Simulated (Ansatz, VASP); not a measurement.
**In3SbTe2 in VASP and in Ansatz**

Contents of INCAR:

```
PREC = Accurate ; ENCUT = 520
EDIFF = 1E-6 ; ISMEAR = -1
SIGMA = 0.05 ; LREAL = False
LASPH = True ; NELM = 80
ALGO = Normal ; ISIF = 2
LWAVE = False ; LCHARG = False
GGA = PE ; NBANDS = 37
```

KPOINTS

```
Automatic mesh
0
Gamma
  7 7 3
```

File POSCAR:

```
In3SbTe2
1.0
    4.4280963236      0.0000000000      0.0000000000
   -2.2140481618      3.8348439066      0.0000000000
    0.0000000000      0.0000000000     10.7564470000
Te Sb In
2 1 3
Direct
    0.6666666667      0.3333333333      0.3283140000
    0.3333333333      0.6666666667      0.6716860000
    0.0000000000      0.0000000000      0.0000000000
    0.6666666667      0.3333333333      0.8430740000
    0.3333333333      0.6666666667      0.1569260000
    0.0000000000      0.0000000000      0.5000000000
```

The input input.yaml:

```yaml
crystal:
  lattice:
    - [4.4280963236, 0.0, 0.0]
    - [-2.2140481618, 3.8348439066, 0.0]
    - [0.0, 0.0, 10.756447]
  atoms:
    - { symbol: Te, position: [0.6666666667, 0.3333333333, 0.328314] }
    - { symbol: Te, position: [0.3333333333, 0.6666666667, 0.671686] }
    - { symbol: Sb, position: [0.0, 0.0, 0.0] }
    - { symbol: In, position: [0.6666666667, 0.3333333333, 0.843074] }
    - { symbol: In, position: [0.3333333333, 0.6666666667, 0.156926] }
    - { symbol: In, position: [0.0, 0.0, 0.5] }
kpoints:
  mp_grid: { grid: [7, 7, 3] }
  band_path:
    path:
      - [0.0, 0.0, 0.0]
      - [0.5, 0.0, 0.0]
      - [0.3333333333, 0.3333333333, 0.0]
      - [0.0, 0.0, 0.0]
      - [0.0, 0.0, 0.5]
      - [0.5, 0.0, 0.5]
      - [0.3333333333, 0.3333333333, 0.5]
      - [0.0, 0.0, 0.5]
    npoints: 6
scf:
  occupations: { method: fermi_dirac, width: 0.05 }
hamiltonian:
  xc: pbe
  pseudopotentials: { kind: all_electron, lapw: { basis_error: 0.002 } }
output:
  forces: true
  stress: true
  eigenvalues: true
```

Alike in both runs: functional PBE; k mesh 7 × 7 × 3; occupations fermi-dirac, width 0.05 eV; no spin polarisation.

|  | VASP | Ansatz |
| --- | --- | --- |
| version | VASP 6.6.1 | Ansatz 0.2.0 |
| potentials or method | VASP PAW PBE potentials, release 64 (Te, Sb, In_d), cutoff 520 eV | all-electron LAPW, scalar-relativistic |
| task | single point | band structure |

```csv
,VASP,Ansatz,Ansatz less VASP
gap on the k mesh at the Fermi level (eV),none,none,-
pressure (GPa),-0.3,-0.3,+0.03
"traceless stress, the component that is largest in VASP (GPa)",0.46,0.45,-0.002
rms of the force components (eV/Å),0.055,0.055,+0.0001
```

Atom by atom the forces differ by 0.000 eV/Å (rms over components). A gap of «none» marks a metal or a gap that the smearing closes. Ansatz ran all-electron here, and VASP with PAW potentials.

Neither program's run includes spin-orbit coupling.
